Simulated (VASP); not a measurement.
Write the native input for VASP 6.6.1 that does the following.

| Quantity | Value |
| --- | --- |
| Task | single point |
| Functional | PBEsol |
| Potentials or basis | VASP PAW PBE potentials, release 64 (Sn_d) |
| Cutoff | 520 eV |
| k mesh | 12 × 12 × 12 |
| Occupations | gaussian, width 0.15 eV |
| Spin | no spin polarisation |
| Dipole correction | no |
| Further INCAR settings | ALGO = Normal; EDIFF = 1e-06; NBANDS = 21 |

The structure of Sn lies in POSCAR:

```
Sn
1.0
    0.0000000000      3.3754240000      3.3754240000
    3.3754240000      0.0000000000      3.3754240000
    3.3754240000      3.3754240000      0.0000000000
Sn
2
Direct
    0.5000000000      0.5000000000      0.5000000000
    0.7500000000      0.7500000000      0.7500000000
```

This isn't the form of Sn at room conditions, which is tetragonal (white tin).

This cell differs from its parent crystal: strain +0.040 along x and y, +0.040 along z.

The input as run:

INCAR

```
PREC = Accurate ; ENCUT = 520
EDIFF = 1E-6 ; ISMEAR = 0
SIGMA = 0.15 ; LREAL = False
LASPH = True ; NELM = 60
ALGO = Normal ; ISIF = 2
LWAVE = False ; LCHARG = True
GGA = PS ; LELF = True
LVHAR = True ; NBANDS = 21
```

KPOINTS

```
Automatic mesh
0
Gamma
  12 12 12
```

Potentials or basis: VASP PAW PBE potentials, release 64 (Sn_d).

Run with:

```bash
$ cat potpaw_PBE.64/Sn_d/POTCAR > POTCAR
$ mpirun -np 1 vasp_std > vasp.out
```

Results of the run:

| Property | Result |
| --- | --- |
| Pressure | -3.2 GPa |
| Band gap on the k mesh | zero (bands 14 and 15 overlap by 0.35 eV) |

Caveat: the cell differs from its parent crystal (strain +0.040 along x and y, +0.040 along z); the cell stands under tension; the PAW data sets were made with another functional, which shifts forces and pressure a little; spin-orbit coupling is left out, which moves the levels of the heavy elements.

Run time: 100 s on 1 thread of Intel Xeon 8259CL (shared host), peak memory 0.26 GiB.
